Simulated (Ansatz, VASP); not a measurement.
# C in VASP and in Ansatz

```
C
1.0
     0.00000    1.76239    1.76239
     1.76239    0.00000    1.76239
     1.76239    1.76239    0.00000
C
2
Direct
  0.00000 0.00000 0.00000
  0.25000 0.25000 0.25000
```

Change from the starting cell: volume scaled by 0.97, PAW files.

Alike in both runs: task electric field gradients; functional r2SCAN; k mesh 14 × 14 × 14; occupations fermi-dirac, width 0.03 eV; no spin polarisation.

|  | VASP | Ansatz |
| --- | --- | --- |
| version | VASP 6.6.1 | Ansatz 0.2.0 |
| potentials or method | VASP PAW PBE potentials, release 64 (C) | PAW with Ansatz's default frozen-core files, scalar-relativistic |
| plane-wave cutoff (eV) | 520 | 500 |
| valence electrons in the cell | 8 | 8 |

|  | VASP | Ansatz | Ansatz less VASP |
| --- | --- | --- | --- |
| gap on the k mesh at the Fermi level (eV) | 4.40 | 4.43 | +0.031 |
| pressure (GPa) | 15.6 | 14.3 | -1.25 |

VASP's potentials were made for PBE, not for r2SCAN.
